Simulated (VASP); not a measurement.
# Sb2C3 (P-3m1) in VASP: a series of runs, part 2 of 2

VASP 6.6.1. Earlier steps stand in the parts before.

## 5. Relaxation of cell and atoms, PBE

This run uses another cell than the first one, of 15.34 Å³/atom.

INCAR

```
SYSTEM = Sb2C3
PREC     = Accurate       ! precision mode
ENCUT    = 600            ! plane-wave cutoff, eV
EDIFF    = 1E-7           ! SCF threshold, eV
ISMEAR   = 0              ! smearing method
SIGMA    = 0.1            ! smearing width, eV
LREAL    = .FALSE.        ! projectors in reciprocal space
LASPH    = .TRUE.         ! aspherical terms in the spheres
NELM     = 80             ! most SCF steps
ALGO     = Normal         ! electronic algorithm
ISIF     = 3              ! what is computed and relaxed
LWAVE    = .FALSE.        ! write WAVECAR
LCHARG   = .FALSE.        ! write CHGCAR
GGA      = PE             ! functional
IBRION   = 2              ! ionic algorithm
NSW      = 90             ! ionic steps
EDIFFG   = -0.04          ! ionic threshold
```

KPOINTS

```
Automatic mesh
0
G
  6 6 4
  0 0 0
```

POSCAR

```
Sb2C3
1.0
    3.8468036503      0.0000000000      0.0000000000
   -1.9234018252      3.3314296845      0.0000000000
    0.0000000000      0.0000000000      5.9850016184
Sb C
2 3
Direct
    0.3333333333      0.6666666667      0.2450000000
    0.6666666667      0.3333333333      0.7550000000
    0.0000000000      0.0000000000      0.0000000000
    0.3333333333      0.6666666667      0.6450000000
    0.6666666667      0.3333333333      0.3550000000
```

Potentials or basis: VASP PAW PBE potentials, release 64 (Sb, C).

Started as:

```bash
$ cat potpaw_PBE.64/Sb/POTCAR potpaw_PBE.64/C/POTCAR > POTCAR
$ mpirun -np 1 vasp_std > vasp.out
```

OUTCAR:

```text
SYSTEM = Sb2C3
   PREC = Accurate
   ENCUT = 600
   EDIFF = 1E-7
   ISMEAR = 0
   LREAL = .FALSE.
   LASPH = .TRUE.
   NELM = 80
   ISIF = 3
   GGA = PE
   IBRION = 2
   NSW = 90
   EDIFFG = -0.04

 ion  position               nearest neighbor table
   1  0.333  0.667  0.245-   5 2.32   5 2.32   5 2.32   4 2.39   3 2.66   3 2.66   3 2.66   2 3.68
                             2 3.68   2 3.68   2 3.77   2 3.77   2 3.77
   2  0.667  0.333  0.755-   4 2.32   4 2.32   4 2.32   5 2.39   3 2.66   3 2.66   3 2.66   1 3.68
                             1 3.68   1 3.68   1 3.77   1 3.77   1 3.77
   3  0.000  0.000  0.000-   1 2.66   2 2.66   1 2.66   2 2.66   2 2.66   1 2.66
   4  0.333  0.667  0.645-   2 2.32   2 2.32   2 2.32   1 2.39
   5  0.667  0.333  0.355-   1 2.32   1 2.32   1 2.32   2 2.39

  LATTYP: Found a hexagonal cell.
 ALAT       =     3.8468036503
 C/A-ratio  =     1.5558375635

  Lattice vectors:

 A1 = (   3.8468036503,   0.0000000000,   0.0000000000)
 A2 = (  -1.9234018252,   3.3314296845,   0.0000000000)
 A3 = (   0.0000000000,   0.0000000000,   5.9850016184)

Analysis of symmetry for initial positions (statically):
=====================================================================
 Subroutine PRICEL returns:
 Original cell was already a primitive cell.

 Routine SETGRP: Setting up the symmetry group for a
 hexagonal supercell.

 Subroutine GETGRP returns: Found 12 space group operations
 (whereof 12 operations were pure point group operations)
 out of a pool of 24 trial point group operations.

The static configuration has the point symmetry D_3d.

Analysis of symmetry for dynamics (positions and initial velocities):
=====================================================================
 Subroutine PRICEL returns:
 Original cell was already a primitive cell.

 Routine SETGRP: Setting up the symmetry group for a
 hexagonal supercell.

 Subroutine GETGRP returns: Found 12 space group operations
 (whereof 12 operations were pure point group operations)
 out of a pool of 24 trial point group operations.

[... 133 lines left out ...]
   IVDW    =     0    specifies the selected vdW correction
   LEPSILON=     F    determine dielectric tensor
   LRPA    =     F    only Hartree local field effects (RPA)
 conjugate gradient relaxation of ions
 non-spin polarized calculation
 Gauss-broadening in eV      SIGMA  =   0.10
  energy-cutoff  :      600.00
  volume of cell :       76.70
 maximum number of plane-waves:      2597
 NGX is ok and might be reduce to    32
   NGX = 15   NGY = 15   NGZ = 23

--------------------------------------- Ionic step        1  -------------------------------------------

 number of electron      21.9999999 magnetization

 Free energy of the ion-electron system (eV)
  ---------------------------------------------------
  ext. energy  EPLUGINS =         0.00000000
  ---------------------------------------------------
  free energy    TOTEN  =       -25.05839299 eV

  energy without entropy =      -25.04293168  energy(sigma->0) =      -25.05066234

------------------------ aborting loop because EDIFF is reached ----------------------------------------

  FORCE on cell =-STRESS in cart. coord.  units (eV):
  Direction    XX          YY          ZZ          XY          YZ          ZX
  --------------------------------------------------------------------------------------
  -------------------------------------------------------------------------------------
  Total       -4.3830851     -4.3830851     -1.7617458      0.0000000     -0.0000000      0.0000000
  in kB      -91.5578401    -91.5578401    -36.8009377      0.0000000     -0.0000000      0.0000000
  external PRESSURE =     -73.3055393 kB  Pullay stress =       0.0000000 kB
[... 98 lines left out ...]
  FREE ENERGIE OF THE ION-ELECTRON SYSTEM (eV)
  ---------------------------------------------------
  free  energy   TOTEN  =       -25.2543781587 eV

  energy  without entropy=      -25.2377546549  energy(sigma->0) =      -25.24606641

[... ionic steps 4 to 19 ...]

--------------------------------------- Ionic step       20  -------------------------------------------

 number of electron      21.9999999 magnetization

------------------------ aborting loop because EDIFF is reached ----------------------------------------
[... 73 lines left out ...]
--------------------------------------- Ionic step       22  -------------------------------------------

 number of electron      22.0000000 magnetization

 Free energy of the ion-electron system (eV)
  ---------------------------------------------------
  ext. energy  EPLUGINS =         0.00000000
  ---------------------------------------------------
  free energy    TOTEN  =       -25.71938259 eV

  energy without entropy =      -25.70280035  energy(sigma->0) =      -25.71109147

 E-fermi :   8.1317     XC(G=0): -10.9851

 val. band max:        8.1261264364   @ k =   0.3333   0.0000   0.0000
 cond. band min:       8.1899830129   @ k =   0.0000   0.3333   0.2500
 fundamental gap:      0.0638565765
 Fermi energy:         8.1317228042

 k-point     1 :       0.0000    0.0000    0.0000
  band No.  band energies     occupation
      1      -7.2364      2.00000
      2      -5.6496      2.00000
      3      -2.9829      2.00000
      4       3.0436      2.00000
      5       4.7478      2.00000
      6       6.8263      2.00000
      7       6.8263      2.00000
      8       7.3364      2.00000
      9       7.3364      2.00000
     10       7.8759      1.99970
     11       7.8759      1.99970
     12       9.4704      0.00000
     13       9.5282      0.00000
     14      10.8256      0.00000
[... 445 lines left out ...]
  FREE ENERGIE OF THE ION-ELECTRON SYSTEM (eV)
  ---------------------------------------------------
  free  energy   TOTEN  =       -25.7193825922 eV

  energy  without entropy=      -25.7028003547  energy(sigma->0) =      -25.71109147

 reached required accuracy - stopping structural energy minimisation
```

OSZICAR:

```text
N       E                     dE             d eps       ncg     rms          rms(c)
DAV:   1     0.116103855019E+03    0.11610E+03   -0.97796E+03   720   0.141E+03
DAV:   2    -0.172356766854E+02   -0.13334E+03   -0.13166E+03   966   0.219E+02
DAV:   3    -0.266920600778E+02   -0.94564E+01   -0.93439E+01   951   0.652E+01
[... 229 lines left out ...]
DAV:   4    -0.257193935069E+02    0.15029E-04   -0.61820E-05   958   0.530E-02    0.220E-02
DAV:   5    -0.257193853051E+02    0.82019E-05   -0.22249E-05  1053   0.276E-02    0.112E-02
DAV:   6    -0.257193829364E+02    0.23687E-05   -0.80356E-06   989   0.173E-02    0.520E-03
DAV:   7    -0.257193825006E+02    0.43582E-06   -0.15651E-06   842   0.815E-03    0.184E-03
DAV:   8    -0.257193825922E+02   -0.91603E-07   -0.17590E-07   472   0.289E-03
  22 F= -.25719383E+02 E0= -.25711091E+02  d E =-.350700E-02
```

Run time: 9.9 min. Hardware: 1 thread of Intel Xeon 8259CL, shared host; peak memory 0.26 GiB.

What came out:

* Free energy: -25.7194 eV
* Relaxed volume: 14.25 Å³/atom
* Relaxed cell: a = 3.419 Å, b = 3.419 Å, c = 7.038 Å, α = 90.00°, β = 90.00°, γ = 120.00°
* Space group after relaxing (to 0.1 Å): P-3m1 (No. 164)
* Energy gained by relaxing: 132.2 meV/atom
* Ionic steps: 22
* Pressure after relaxing: -0.4 GPa
* Largest force after relaxing: 0.029 eV/Å
* Band gap on the k mesh: zero (bands 11 and 12 overlap by 1.08 eV)

Forces on the atoms (eV/Å):
```
Sb   0.000  0.000  0.002
Sb   0.000  0.000 -0.002
C    0.000  0.000  0.000
C    0.000  0.000  0.029
C    0.000  0.000 -0.029
```

The path:
```tsv
step	energy change (eV)	largest force (eV/Å)	pressure (GPa)	volume (Å³)
1	0.0000	0.6723	-7.33	76.70
2	-0.1850	0.3420	3.83	69.15
3	-0.1960	0.3894	1.43	70.46
4	-0.2531	0.2405	1.02	70.59
5	-0.3017	0.4345	-0.18	70.78
6	-0.3082	0.3004	0.03	70.76
7	-0.3280	0.2149	-0.58	70.83
8	-0.3987	0.2623	-1.62	70.97
9	-0.5371	1.1085	-1.53	71.05
10	-0.5365	0.8244	-1.92	71.06
11	-0.5389	0.9788	-1.74	71.05
12	-0.5431	1.0073	-1.63	71.04
13	-0.5519	1.0953	-1.22	70.98
14	-0.5521	1.2783	-0.27	70.85
15	-0.5547	1.1913	-0.74	70.91
16	-0.5632	1.1396	-0.67	70.89
17	-0.5863	0.9879	-0.45	70.80
18	-0.6227	0.6968	0.03	70.62
19	-0.6570	0.1310	1.18	70.26
20	-0.6575	0.0547	1.38	70.20
21	-0.6597	0.0339	0.87	70.49
22	-0.6610	0.0291	-0.38	71.25
```

Final structure:
```
Sb C
1.0
     3.41890    0.00000    0.00000
    -1.70945    2.96085    0.00000
     0.00000    0.00000    7.03829
Sb C
2 3
Direct
  0.33333 0.66667 0.21866
  0.66667 0.33333 0.78134
  0.00000 0.00000 0.00000
  0.33333 0.66667 0.64812
  0.66667 0.33333 0.35188
```

Caveat: a cell axis changed by over 15 % at a fixed basis, so the end point is rough; spin-orbit coupling is left out, which moves the levels of the heavy elements.

## 6. Relaxation of cell and atoms, PBE

INCAR

```
SYSTEM = Sb2C3
PREC = Accurate ; ENCUT = 600
EDIFF = 1E-6 ; ISMEAR = 0
SIGMA = 0.1 ; LREAL = .FALSE.
LASPH = .TRUE. ; NELM = 100
ALGO = Normal ; ISIF = 3
LWAVE = .FALSE. ; LCHARG = .FALSE.
GGA = PE ; IBRION = 2
NSW = 100 ; EDIFFG = -0.01
```

KPOINTS

```
regular mesh
0
G
  12 12 6
  0 0 0
```

POSCAR

```
Sb2C3
1.0
    3.4152809021      0.0000000000      0.0000000000
   -1.7076404511      2.9577200223      0.0000000000
    0.0000000000      0.0000000000      7.0391417345
Sb C
2 3
Direct
    0.3333333333      0.6666666667      0.2187207886
    0.6666666667      0.3333333333      0.7812792114
    0.0000000000      0.0000000000      0.0000000000
    0.3333333333      0.6666666667      0.6499784667
    0.6666666667      0.3333333333      0.3500215333
```

Potentials or basis: VASP PAW PBE potentials, release 64 (Sb, C).

Started as:

```bash
$ cat potpaw_PBE.64/Sb/POTCAR potpaw_PBE.64/C/POTCAR > POTCAR
$ mpirun -np 1 vasp_std > vasp.out
```

It took 3.1 min on 1 thread of Intel Xeon 8259CL, shared host; peak memory 0.29 GiB.

Results (log left out):

- Free energy: -25.7203 eV
- Relaxed volume: 14.25 Å³/atom
- Relaxed cell: a = 3.416 Å, b = 3.416 Å, c = 7.049 Å, α = 90.00°, β = 90.00°, γ = 120.00°
- Space group after relaxing (to 0.1 Å): P-3m1 (No. 164)
- Energy gained by relaxing: 0.0 meV/atom
- Ionic steps: 2
- Pressure after relaxing: -0.1 GPa
- Largest force after relaxing: 0.009 eV/Å
- Band gap on the k mesh: zero (bands 11 and 12 overlap by 1.06 eV)

Forces in eV/Å, atoms in the order of the input:
```
Sb   0.000  0.000  0.009
Sb   0.000  0.000 -0.009
C    0.000  0.000  0.000
C    0.000  0.000  0.002
C    0.000  0.000 -0.002
```

Stress tensor (GPa, compression positive):
```
-0.11  0.00  0.00
 0.00 -0.11  0.00
 0.00  0.00  0.04
```

The path:
| step | energy change (eV) | largest force (eV/Å) | pressure (GPa) | volume (Å³) |
| --- | --- | --- | --- | --- |
| 1 | 0.0000 | 0.0134 | 0.15 | 71.11 |
| 2 | -0.0001 | 0.0085 | -0.06 | 71.25 |

Final structure:
```xyz
5
Lattice="3.4162 0.0000 0.0000 -1.7081 2.9586 0.0000 0.0000 0.0000 7.0490" Properties=species:S:1:pos:R:3 pbc="T T T"
Sb    0.0000    1.9724    1.5424
Sb    1.7081    0.9862    5.5066
C     3.4162    0.0000    0.0000
C     0.0000    1.9724    4.5810
C     1.7081    0.9862    2.4679
```

Levels at points of the mesh, in eV from the Fermi level:
| k point | band 9 | band 10 | band 11 | band 12 | band 13 | band 14 |
| --- | --- | --- | --- | --- | --- | --- |
| (0.00, 0.00, 0.00) | -0.75 | -0.19 | -0.19 | 1.45 | 1.47 | 2.68 |
| (0.50, 0.00, 0.00) | -1.63 | -1.24 | -0.72 | -0.36 | -0.25 | 3.49 |
| (0.00, 0.00, 0.50) | -0.70 | -0.70 | -0.26 | -0.26 | 2.32 | 3.11 |
| (0.50, 0.00, 0.50) | -3.03 | -2.87 | 0.24 | 0.45 | 0.85 | 2.45 |

Caveat: spin-orbit coupling is left out, which moves the levels of the heavy elements.

## 7. The runs side by side

```tsv
task	cell	k mesh	cutoff (eV)	gap on the mesh (eV)	pressure (GPa)	relaxed volume (Å³/atom)	largest force (eV/Å)
single point	a = 3.415, b = 3.415, c = 7.039 Å, angles 90.0, 90.0, 120.0°, 5 atoms, atomic positions A	6 × 6 × 4	520	none	0.3	-	0.08
single point	a = 3.847, b = 3.847, c = 5.985 Å, angles 90.0, 90.0, 120.0°, 5 atoms, atomic positions B	6 × 6 × 4	520	none	-7.3	-	0.67
single point	a = 3.414, b = 3.414, c = 7.068 Å, angles 90.0, 90.0, 120.0°, 5 atoms, atomic positions C	12 × 12 × 6	520	none	0.2	-	0.07
relaxation of cell and atoms	relaxed from a = 3.847, b = 3.847, c = 5.985 Å, angles 90.0, 90.0, 120.0°, 5 atoms, atomic positions B	6 × 6 × 4	600	none	-0.4	14.25	0.03
relaxation of cell and atoms	relaxed from a = 3.415, b = 3.415, c = 7.039 Å, angles 90.0, 90.0, 120.0°, 5 atoms, atomic positions A	12 × 12 × 6	600	none	-0.1	14.25	0.01
```

Alike in all rows: level PBE; potentials or basis VASP PAW PBE potentials, release 64 (Sb, C); no spin polarisation; smearing gaussian 0.1 eV.

Caveats: spin-orbit coupling is left out, which moves the levels of the heavy elements; the stress differs along the axes, from -9 to -4 GPa (at least some runs); a cell axis changed by over 15 % at a fixed basis, so the end point is rough (at least some runs).

Absolute energies hang on the potentials; compare differences alone.

The gap in the log of VASP goes by the Fermi energy; the results here count the filled bands.